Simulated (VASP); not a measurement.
# Ga3Sb (I4/mmm) in VASP: a series of runs, part 2 of 2

VASP 6.6.1.

### Step 3. Single point, PBE

This run uses another cell than the first one, of the same volume but with other edges.

Contents of INCAR:

```
  PREC = Accurate
  ENCUT = 520
  EDIFF = 1E-6
  ISMEAR = 0
  SIGMA = 0.15
  LREAL = F
  LASPH = T
  NELM = 80
  ALGO = Fast
  ISIF = 2
  LWAVE = F
  LCHARG = T
  GGA = PE
  LELF = T
  LVHAR = T
  NBANDS = 30
```

Contents of KPOINTS:

```
regular mesh
0
Gamma
  16 16 16
```

Contents of POSCAR:

```
Ga3Sb
1.0
   -2.2141914687      2.2141914687      4.4971877003
    2.2141914687     -2.2141914687      4.4971877003
    2.2141914687      2.2141914687     -4.4971877003
Ga Sb
3 1
Direct
    0.7500000000      0.2500000000      0.5000000000
    0.2500000000      0.7500000000      0.5000000000
    0.5000000000      0.5000000000      0.0000000000
    0.0000000000      0.0000000000      0.0000000000
```

Potentials or basis: VASP PAW PBE potentials, release 64 (Ga_d, Sb).

The run is started by

```sh
$ cat potpaw_PBE.64/Ga_d/POTCAR potpaw_PBE.64/Sb/POTCAR > POTCAR
$ mpirun -np 1 vasp_std > vasp.out
```

OUTCAR:

```text
PREC = Accurate
   ENCUT = 520
   EDIFF = 1E-6
   ISMEAR = 0
   LREAL = F
   LASPH = T
   NELM = 80
   ISIF = 2
   GGA = PE

 ion  position               nearest neighbor table
   1  0.750  0.250  0.500-   4 3.16   4 3.16   4 3.16   4 3.16
   2  0.250  0.750  0.500-   4 3.16   4 3.16   4 3.16   4 3.16
   3  0.500  0.500  0.000-   4 3.13   4 3.13   4 3.13   4 3.13
   4  0.000  0.000  0.000-   3 3.13   3 3.13   3 3.13   3 3.13   2 3.16   1 3.16   2 3.16   2 3.16
                             1 3.16   1 3.16   2 3.16   1 3.16

  LATTYP: Found a body centered tetragonal cell.
 ALAT       =     4.4283829374
 C/A-ratio  =     2.0310744413

  Lattice vectors:

 A1 = (  -2.2141914687,   2.2141914687,   4.4971877003)
 A2 = (   2.2141914687,  -2.2141914687,   4.4971877003)
 A3 = (   2.2141914687,   2.2141914687,  -4.4971877003)

Analysis of symmetry for initial positions (statically):
=====================================================================
 Subroutine PRICEL returns:
 Original cell was already a primitive cell.

 Routine SETGRP: Setting up the symmetry group for a
 body centered tetragonal supercell.

 Subroutine GETGRP returns: Found 16 space group operations
 (whereof 16 operations were pure point group operations)
 out of a pool of 16 trial point group operations.

The static configuration has the point symmetry D_4h.

Analysis of symmetry for dynamics (positions and initial velocities):
=====================================================================
 Subroutine PRICEL returns:
 Original cell was already a primitive cell.

 Routine SETGRP: Setting up the symmetry group for a
 body centered tetragonal supercell.

 Subroutine GETGRP returns: Found 16 space group operations
 (whereof 16 operations were pure point group operations)
 out of a pool of 16 trial point group operations.

The dynamic configuration has the point symmetry D_4h.

 Subroutine INISYM returns: Found 16 space group operations
 (whereof 16 operations are pure point group operations),
[... 120 lines left out ...]
     AMIX_MAG =   1.60;   BMIX_MAG =  1.00
  volume/ion in A,a.u.               =      22.05       148.79
  Fermi-wavevector in a.u.,A,eV,Ry     =   1.298420  2.453658 22.937995  1.685895
  Thomas-Fermi vector in A             =   2.429750
   LORBIT       =      0    0 simple, 1 ext, 2 COOP (PROOUT), +10 PAW based schemes
   GGA     = PE    functional components
   LHFCALC =     F    Hartree Fock is set to
   AEXX    =    0.0000 exact exchange contribution
   IVDW    =     0    specifies the selected vdW correction
   LEPSILON=     F    determine dielectric tensor
   LRPA    =     F    only Hartree local field effects (RPA)
 non-spin polarized calculation
 RMM-DIIS sequential band-by-band and
 Gauss-broadening in eV      SIGMA  =   0.15
  energy-cutoff  :      520.00
  volume of cell :       88.19
 maximum number of plane-waves:      2421
 NGX is ok and might be reduce to    42

 number of electron      43.9999988 magnetization

 Free energy of the ion-electron system (eV)
  ---------------------------------------------------
  ext. energy  EPLUGINS =         0.00000000
  ---------------------------------------------------
  free energy    TOTEN  =       -12.58535089 eV

  energy without entropy =      -12.56438564  energy(sigma->0) =      -12.57486826

 E-fermi :   5.9610     XC(G=0): -10.4954

 val. band max:        5.9580049005   @ k =  -0.3750   0.4375   0.0625
 cond. band min:       5.9627289009   @ k =  -0.2500   0.2500   0.1875
 fundamental gap:      0.0047240004
 Fermi energy:         5.9609655768

 k-point     1 :       0.0000    0.0000    0.0000
  band No.  band energies     occupation
      1      -8.9444      2.00000
      2      -8.9039      2.00000
      3      -8.8926      2.00000
      4      -8.8589      2.00000
      5      -8.8589      2.00000
      6      -8.8564      2.00000
[... 781 lines left out ...]
     29      13.0644      0.00000
     30      13.9159      0.00000

 [... further k-points ...]

------------------------ aborting loop because EDIFF is reached ----------------------------------------

  FORCE on cell =-STRESS in cart. coord.  units (eV):
  Direction    XX          YY          ZZ          XY          YZ          ZX
  --------------------------------------------------------------------------------------
  -------------------------------------------------------------------------------------
  Total        0.1699389      0.1699389     -0.1765251      0.0000000      0.0000000      0.0000000
  in kB        3.0872508      3.0872508     -3.2069023      0.0000000      0.0000000      0.0000000
  external PRESSURE =       0.9891998 kB  Pullay stress =       0.0000000 kB

 VOLUME and BASIS-vectors are now :
 -----------------------------------------------------------------------------
  energy-cutoff  :      520.00
  volume of cell :       88.19
      direct lattice vectors                 reciprocal lattice vectors
    -2.214191469  2.214191469  4.497187700     0.000000000  0.225816063  0.111180594
     2.214191469 -2.214191469  4.497187700     0.225816063  0.000000000  0.111180594
     2.214191469  2.214191469 -4.497187700     0.225816063  0.225816063  0.000000000

 POSITION                                       TOTAL-FORCE (eV/Angst)
 -----------------------------------------------------------------------------------
      0.00000      2.21419      2.24859        -0.000000      0.000000      0.000000
      2.21419      0.00000      2.24859         0.000000     -0.000000     -0.000000
      0.00000      0.00000      4.49719         0.000000     -0.000000      0.000000
      0.00000      0.00000      0.00000         0.000000     -0.000000      0.000000
 -----------------------------------------------------------------------------------
    total drift:                               -0.000000      0.000000      0.000000

  FREE ENERGIE OF THE ION-ELECTRON SYSTEM (eV)
  ---------------------------------------------------
  free  energy   TOTEN  =       -12.5853508922 eV

  energy  without entropy=      -12.5643856378  energy(sigma->0) =      -12.57486826
```

OSZICAR:

```text
N       E                     dE             d eps       ncg     rms          rms(c)
DAV:   1     0.297365042184E+03    0.29737E+03   -0.20750E+04 21398   0.235E+03
DAV:   2     0.237866139441E+02   -0.27358E+03   -0.26604E+03 21606   0.503E+02
DAV:   3    -0.114487137125E+02   -0.35235E+02   -0.34395E+02 24078   0.136E+02
DAV:   4    -0.126123424430E+02   -0.11636E+01   -0.11558E+01 24406   0.261E+01
DAV:   5    -0.126426491720E+02   -0.30307E-01   -0.30296E-01 27298   0.427E+00    0.243E+00
RMM:   6    -0.125979130899E+02    0.44736E-01   -0.89612E-02 27828   0.289E+00    0.137E+00
RMM:   7    -0.125859631406E+02    0.11950E-01   -0.40184E-02 28362   0.142E+00    0.178E-01
RMM:   8    -0.125852827555E+02    0.68039E-03   -0.44772E-03 29641   0.634E-01    0.796E-02
RMM:   9    -0.125853364330E+02   -0.53678E-04   -0.71271E-04 34224   0.224E-01    0.499E-02
RMM:  10    -0.125853484829E+02   -0.12050E-04   -0.11650E-04 33158   0.801E-02    0.938E-03
RMM:  11    -0.125853510636E+02   -0.25806E-05   -0.19790E-05 29777   0.354E-02    0.156E-03
RMM:  12    -0.125853508922E+02    0.17138E-06   -0.52614E-06 22417   0.173E-02
   1 F= -.12585351E+02 E0= -.12574868E+02  d E =-.209653E-01
```

Run time: 36 min. Hardware: 1 thread of Intel Xeon 8259CL, shared host; peak memory 0.85 GiB.

What came out:

| Item | Value |
| --- | --- |
| Free energy | -12.5854 eV |
| Pressure | 0.1 GPa |
| Band gap on the k mesh | zero (bands 22 and 23 overlap by 4.57 eV) |

Levels at points of the mesh, in eV from the Fermi level:
```
           k point  band 18  band 19  band 20  band 21  band 22  band 23  band 24  band 25  band 26  band 27
(0.00, 0.00, 0.00)    -3.38    -2.80    -2.25    -1.77    -1.77    -0.36    -0.36     0.63     0.92     3.71
(0.50, 0.00, 0.00)    -5.20    -4.74    -1.22    -0.84    -0.50     0.14     1.80     3.09     3.30     3.64
(0.50, 0.50, 0.00)    -5.74    -5.14    -4.63    -4.12     0.14     0.59     0.67     1.37     6.61     7.28
(0.50, 0.50, 0.50)    -4.15    -3.17    -3.17    -2.89     2.38     3.19     3.19     3.94     5.02     5.18
```

Caveat: spin-orbit coupling is left out, which moves the levels of the heavy elements.
